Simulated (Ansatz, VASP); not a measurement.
# Be3CdSe4: VASP beside Ansatz

```
Be Cd Se
1.0
     5.45183    0.00000    0.00000
     0.00000    5.45183    0.00000
     0.00000    0.00000    5.45183
Be Cd Se
3 1 4
Direct
  0.50000 0.00000 0.50000
  0.00000 0.50000 0.50000
  0.50000 0.50000 0.00000
  0.00000 0.00000 0.00000
  0.72744 0.72744 0.27256
  0.27256 0.27256 0.27256
  0.72744 0.27256 0.72744
  0.27256 0.72744 0.72744
```

Alike in both runs: functional PBE; k mesh 2 × 2 × 2; occupations gaussian, width 0.15 eV; no spin polarisation.

Ansatz relaxed the structure, and its values are those at the end. VASP's run is a single point on that final structure, the one shown.

|  | VASP | Ansatz |
| --- | --- | --- |
| version | VASP 6.6.1 | Ansatz 0.2.0 |
| potentials or method | VASP PAW PBE potentials, release 64 (Be, Cd, Se), cutoff 600 eV | scalar-relativistic, plane waves, PAW |
| valence electrons in the cell | 42 | 90 |

Ansatz gave:

```
gap on the k mesh at the Fermi level (eV) : 2.58
least direct gap on the mesh (eV)         : 2.58
pressure (GPa)                            : 0.0
rms of the force components (eV/Å)        : 0.001
```

Task: What did VASP give for the same quantities?

Result: gap on the k mesh at the Fermi level (eV): 2.59; least direct gap on the mesh (eV): 2.59; pressure (GPa): 0.2; rms of the force components (eV/Å): 0.012.

With one functional, cell and mesh, what is left measures potentials, basis and numerics. VASP's potentials hold 42 valence electrons a cell and Ansatz's 90, so a difference there can come from the potentials and not from the codes.

The k mesh is coarse, so the values compare programs but aren't converged.
